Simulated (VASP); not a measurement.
# In6O (Fm-3m) in VASP: notebook, part 2 of 2

VASP 6.6.1. The steps go on from the part before.

## 3. Single point, PBE

This run uses another cell than the first one, of 26.14 Å³/atom.

INCAR reads:

```
SYSTEM = In6O
  PREC = Accurate
  ENCUT = 600
  EDIFF = 1E-6
  ISMEAR = 0
  SIGMA = 0.2
  LREAL = .FALSE.
  LASPH = .TRUE.
  NELM = 120
  ALGO = Normal
  ISIF = 2
  LWAVE = .FALSE.
  LCHARG = .FALSE.
  GGA = PE
  NBANDS = 51
  GGA_COMPAT = .FALSE.
```

KPOINTS reads:

```
Automatic mesh
0
G
  3 3 3
  0 0 0
```

POSCAR reads:

```
In6O
1.0
    0.0000000000      4.5057496115      4.5057496115
    4.5057496115      0.0000000000      4.5057496115
    4.5057496115      4.5057496115      0.0000000000
In O
6 1
Direct
    0.5000000000      0.0000000000      0.0000000000
    0.0000000000      0.5000000000      0.5000000000
    0.0000000000      0.5000000000      0.0000000000
    0.5000000000      0.0000000000      0.5000000000
    0.0000000000      0.0000000000      0.5000000000
    0.5000000000      0.5000000000      0.0000000000
    0.0000000000      0.0000000000      0.0000000000
```

Potentials or basis: VASP PAW PBE potentials, release 64 (In_d, O).

The run is started by

```console
cat potpaw_PBE.64/In_d/POTCAR potpaw_PBE.64/O/POTCAR > POTCAR
mpirun -np 1 vasp_std > vasp.out
```

OUTCAR:

```text
SYSTEM = In6O
   PREC = Accurate
   ENCUT = 600
   EDIFF = 1E-6
   ISMEAR = 0
   LREAL = .FALSE.
   LASPH = .TRUE.
   NELM = 120
   ISIF = 2
   GGA = PE

 ion  position               nearest neighbor table
   1  0.500  0.000  0.000-   4 3.19   6 3.19   4 3.19   5 3.19   3 3.19   6 3.19   3 3.19   5 3.19

   2  0.000  0.500  0.500-   3 3.19   5 3.19   3 3.19   6 3.19   4 3.19   5 3.19   4 3.19   6 3.19

   3  0.000  0.500  0.000-   2 3.19   6 3.19   2 3.19   5 3.19   1 3.19   5 3.19   1 3.19   6 3.19

   4  0.500  0.000  0.500-   1 3.19   5 3.19   1 3.19   6 3.19   2 3.19   6 3.19   2 3.19   5 3.19

   5  0.000  0.000  0.500-   2 3.19   4 3.19   1 3.19   3 3.19   2 3.19   3 3.19   1 3.19   4 3.19

   6  0.500  0.500  0.000-   1 3.19   3 3.19   2 3.19   4 3.19   1 3.19   4 3.19   2 3.19   3 3.19

   7  0.000  0.000  0.000-

  LATTYP: Found a face centered cubic cell.
 ALAT       =     9.0114992230

  Lattice vectors:

 A1 = (   0.0000000000,   4.5057496115,   4.5057496115)
 A2 = (   4.5057496115,   0.0000000000,   4.5057496115)
 A3 = (   4.5057496115,   4.5057496115,   0.0000000000)

Analysis of symmetry for initial positions (statically):
=====================================================================
 Subroutine PRICEL returns:
 Original cell was already a primitive cell.

 Routine SETGRP: Setting up the symmetry group for a
 face centered cubic supercell.

 Subroutine GETGRP returns: Found 48 space group operations
 (whereof 48 operations were pure point group operations)
 out of a pool of 48 trial point group operations.

The static configuration has the point symmetry O_h .

Analysis of symmetry for dynamics (positions and initial velocities):
=====================================================================
 Subroutine PRICEL returns:
[... 119 lines left out ...]
  volume/ion in A,a.u.               =      26.14       176.37
  Fermi-wavevector in a.u.,A,eV,Ry     =   1.262964  2.386655 21.702345  1.595077
  Thomas-Fermi vector in A             =   2.396345
   LORBIT       =      0    0 simple, 1 ext, 2 COOP (PROOUT), +10 PAW based schemes
   GGA     = PE    functional components
   LHFCALC =     F    Hartree Fock is set to
   AEXX    =    0.0000 exact exchange contribution
   IVDW    =     0    specifies the selected vdW correction
   LEPSILON=     F    determine dielectric tensor
   LRPA    =     F    only Hartree local field effects (RPA)
 non-spin polarized calculation
 Gauss-broadening in eV      SIGMA  =   0.20
  energy-cutoff  :      600.00
  volume of cell :      182.95
 maximum number of plane-waves:      6111
 NGX is ok and might be reduce to    54
   NGX = 25   NGY = 25   NGZ = 25

 number of electron      84.0000009 magnetization

 Free energy of the ion-electron system (eV)
  ---------------------------------------------------
  ext. energy  EPLUGINS =         0.00000000
  ---------------------------------------------------
  free energy    TOTEN  =       -19.67388122 eV

  energy without entropy =      -19.55686502  energy(sigma->0) =      -19.61537312

 E-fermi :   6.0741     XC(G=0):  -9.7046

 val. band max:        5.9473707740   @ k =   0.3333   0.3333   0.0000
 cond. band min:       6.0848140766   @ k =  -0.3333   0.3333   0.0000
 fundamental gap:      0.1374433025
 Fermi energy:         6.0741070662

 k-point     1 :       0.0000    0.0000    0.0000
  band No.  band energies     occupation
      1     -10.1145      2.00000
      2      -8.8766      2.00000
      3      -8.8766      2.00000
      4      -8.8766      2.00000
      5      -8.8460      2.00000
      6      -8.7489      2.00000
[... 205 lines left out ...]
     50      10.5050      0.00000
     51      10.8029      0.00000

------------------------ aborting loop because EDIFF is reached ----------------------------------------

  FORCE on cell =-STRESS in cart. coord.  units (eV):
  Direction    XX          YY          ZZ          XY          YZ          ZX
  --------------------------------------------------------------------------------------
  -------------------------------------------------------------------------------------
  Total       -0.5629329     -0.5629329     -0.5629329      0.0000000      0.0000000      0.0000000
  in kB       -4.9298764     -4.9298764     -4.9298764      0.0000000      0.0000000      0.0000000
  external PRESSURE =      -4.9298764 kB  Pullay stress =       0.0000000 kB

 VOLUME and BASIS-vectors are now :
 -----------------------------------------------------------------------------
  energy-cutoff  :      600.00
  volume of cell :      182.95
      direct lattice vectors                 reciprocal lattice vectors
     0.000000000  4.505749611  4.505749611    -0.110969327  0.110969327  0.110969327
     4.505749611  0.000000000  4.505749611     0.110969327 -0.110969327  0.110969327
     4.505749611  4.505749611  0.000000000     0.110969327  0.110969327 -0.110969327

 POSITION                                       TOTAL-FORCE (eV/Angst)
 -----------------------------------------------------------------------------------
      0.00000      2.25287      2.25287        -0.000000      0.000000      0.000000
      4.50575      2.25287      2.25287        -0.000000      0.000000     -0.000000
      2.25287      0.00000      2.25287        -0.000000      0.000000     -0.000000
      2.25287      4.50575      2.25287         0.000000     -0.000000     -0.000000
      2.25287      2.25287      0.00000         0.000000      0.000000     -0.000000
      2.25287      2.25287      4.50575         0.000000      0.000000      0.000000
      0.00000      0.00000      0.00000         0.000000      0.000000     -0.000000
 -----------------------------------------------------------------------------------
    total drift:                                0.000000      0.000000     -0.000000

  FREE ENERGIE OF THE ION-ELECTRON SYSTEM (eV)
  ---------------------------------------------------
  free  energy   TOTEN  =       -19.6738812239 eV

  energy  without entropy=      -19.5568650210  energy(sigma->0) =      -19.61537312
```

OSZICAR:

```text
N       E                     dE             d eps       ncg     rms          rms(c)
DAV:   1     0.932776471453E+03    0.93278E+03   -0.43035E+04   408   0.242E+03
DAV:   2     0.112562695317E+03   -0.82021E+03   -0.80623E+03   408   0.583E+02
DAV:   3    -0.129597038314E+02   -0.12552E+03   -0.12154E+03   494   0.225E+02
DAV:   4    -0.228056818761E+02   -0.98460E+01   -0.96639E+01   456   0.622E+01
DAV:   5    -0.231274116815E+02   -0.32173E+00   -0.32134E+00   533   0.107E+01    0.122E+01
DAV:   6    -0.235113691926E+02   -0.38396E+00   -0.22567E+01   525   0.204E+01    0.214E+01
DAV:   7    -0.201228332974E+02    0.33885E+01   -0.47425E+01   570   0.106E+01    0.454E+00
DAV:   8    -0.197869532589E+02    0.33588E+00   -0.17596E+00   439   0.487E+00    0.226E+00
DAV:   9    -0.196815243762E+02    0.10543E+00   -0.55287E-01   546   0.236E+00    0.126E+00
DAV:  10    -0.196897651615E+02   -0.82408E-02   -0.14443E-01   527   0.155E+00    0.799E-01
DAV:  11    -0.196742053268E+02    0.15560E-01   -0.44983E-02   552   0.816E-01    0.279E-01
DAV:  12    -0.196741761620E+02    0.29165E-04   -0.65091E-03   511   0.296E-01    0.167E-01
DAV:  13    -0.196739755014E+02    0.20066E-03   -0.25877E-03   642   0.173E-01    0.101E-01
DAV:  14    -0.196738824565E+02    0.93045E-04   -0.34172E-04   474   0.630E-02    0.263E-02
DAV:  15    -0.196738842688E+02   -0.18123E-05   -0.95068E-05   501   0.287E-02    0.147E-02
DAV:  16    -0.196738819254E+02    0.23435E-05   -0.17906E-05   439   0.146E-02    0.682E-03
DAV:  17    -0.196738812239E+02    0.70144E-06   -0.24236E-06   298   0.624E-03
   1 F= -.19673881E+02 E0= -.19615373E+02  d E =-.117016E+00
```

It took 3.7 min on 1 thread of Intel Xeon 8259CL, shared host; peak memory 0.39 GiB.

What came out:

| Quantity | Value |
| --- | --- |
| Free energy | -19.6739 eV |
| Pressure | -0.5 GPa |
| Band gap on the k mesh | zero (bands 42 and 43 overlap by 1.26 eV) |

Caveat: the k points lie up to 0.40 Å⁻¹ apart, too coarse for converged energies and pressures of a metal; spin-orbit coupling is left out, which moves the levels of the heavy elements.

## 4. Single point, PBE

This run uses another cell than the first one, of 31.04 Å³/atom.

INCAR reads:

```
SYSTEM = In6O
ALGO = Normal ; EDIFF = 1E-6
ENCUT = 600 ; GGA = PE
GGA_COMPAT = .False. ; ISIF = 2
ISMEAR = 0 ; LASPH = .True.
LCHARG = .True. ; LELF = .True.
LREAL = .False. ; LVHAR = .True.
LWAVE = .False. ; NBANDS = 51
NELM = 120 ; PREC = Accurate
SIGMA = 0.2
```

KPOINTS reads:

```
k-points
0
Gamma
  3 3 3
  0 0 0
```

POSCAR reads:

```
In6O
1.0
    0.0000000000      4.7717594001      4.7717594001
    4.7717594001      0.0000000000      4.7717594001
    4.7717594001      4.7717594001      0.0000000000
In O
6 1
Direct
    0.2545638324      0.7454361676      0.7454361676
    0.7454361676      0.2545638324      0.2545638324
    0.7454361676      0.2545638324      0.7454361676
    0.2545638324      0.7454361676      0.2545638324
    0.7454361676      0.7454361676      0.2545638324
    0.2545638324      0.2545638324      0.7454361676
    0.0000000000      0.0000000000      0.0000000000
```

The run is started by

```console
cat potpaw_PBE.64/In_d/POTCAR potpaw_PBE.64/O/POTCAR > POTCAR
mpirun -np 1 vasp_std > vasp.out
```

It took 3.8 min on 1 thread of Intel Xeon 8259CL, shared host; peak memory 0.41 GiB.

Results (log left out):

```yaml
Free_energy: -20.4990 eV
Pressure: 0.3 GPa
Largest_force: 0.008 eV/Å
Band_gap_on_the_k_mesh: zero (bands 42 and 43 overlap by 2.08 eV)
```

Forces on the atoms (eV/Å):
```
In  -0.008  0.000  0.000
In   0.008  0.000  0.000
In   0.000 -0.008  0.000
In   0.000  0.008  0.000
In   0.000  0.000 -0.008
In   0.000  0.000  0.008
O    0.000  0.000  0.000
```

Levels at points of the mesh, in eV from the Fermi level:
| k point | band 38 | band 39 | band 40 | band 41 | band 42 | band 43 | band 44 | band 45 | band 46 | band 47 |
| --- | --- | --- | --- | --- | --- | --- | --- | --- | --- | --- |
| (0.00, 0.00, 0.00) | -2.86 | -1.96 | -1.96 | -1.49 | -1.49 | -1.49 | -1.32 | 1.02 | 1.02 | 1.02 |

Caveat: the k points lie up to 0.38 Å⁻¹ apart, too coarse for converged energies and pressures of a metal; spin-orbit coupling is left out, which moves the levels of the heavy elements.

## 5. Overview

```csv
cell,gap on the mesh (eV),pressure (GPa)
"a = 6.356 Å, angles 60.0°, 7 atoms, atomic positions A",none,-0.2
"a = 6.372 Å, angles 60.0°, 7 atoms, atomic positions A",none,-0.5
"a = 6.748 Å, angles 60.0°, 7 atoms, atomic positions B",none,0.3
```

Alike in all rows: task single point; level PBE; potentials or basis VASP PAW PBE potentials, release 64 (In_d, O); no spin polarisation; k mesh 3 × 3 × 3; cutoff (eV) 600; smearing gaussian 0.2 eV.

Caveats: all runs use coarse meshes; spin-orbit coupling is left out, which moves the levels of the heavy elements.

Total energies depend on the potentials used, so only differences within one code and one set of settings carry meaning.
